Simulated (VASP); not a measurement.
Set up this calculation in VASP 6.6.1, as the native input.

```
Task                   : single point
Functional             : PBE
Potentials or basis    : VASP PAW PBE potentials, release 64 (Li_sv, H)
Cutoff                 : 520 eV
k mesh                 : 6 × 6 × 6
Occupations            : gaussian, width 0.1 eV
Spin                   : no spin polarisation
Dipole correction      : no
Further INCAR settings : ALGO = Normal; EDIFF = 1e-07; NBANDS = 13
```

The structure of Li3H lies in POSCAR:

```
Li3H
1.0
    3.8662613382      0.0000000000      0.0000000000
    0.0000000000      3.8662613382      0.0000000000
    0.0000000000      0.0000000000      3.8662613382
Li H
3 1
Direct
    0.0000000000      0.5000000000      0.5000000000
    0.5000000000      0.0000000000      0.5000000000
    0.5000000000      0.5000000000      0.0000000000
    0.0000000000      0.0000000000      0.0000000000
```

The input as run:

INCAR

```
PREC     = Accurate       # precision mode
ENCUT    = 520            # plane-wave cutoff, eV
EDIFF    = 1E-7           # SCF threshold, eV
ISMEAR   = 0              # smearing method
SIGMA    = 0.1            # smearing width, eV
LREAL    = F              # projectors in reciprocal space
LASPH    = T              # aspherical terms in the spheres
NELM     = 80             # most SCF steps
ALGO     = Normal         # electronic algorithm
ISIF     = 2              # what is computed and relaxed
LWAVE    = F              # write WAVECAR
LCHARG   = F              # write CHGCAR
GGA      = PE             # functional
NBANDS   = 13             # bands
```

KPOINTS

```
regular mesh
0
Gamma
  6 6 6
```

Potentials or basis: VASP PAW PBE potentials, release 64 (Li_sv, H).

Run with:

```sh
$ cat potpaw_PBE.64/Li_sv/POTCAR potpaw_PBE.64/H/POTCAR > POTCAR
$ mpirun -np 1 vasp_std > vasp.out
```

It gave:

```
Band gap on the k mesh : zero (bands 5 and 6 overlap by 1.16 eV)
```

Wall time 8.5 s on 1 thread of Oxide Virtual Turin-like Processor, with other jobs on the host, peak memory 0.13 GiB.
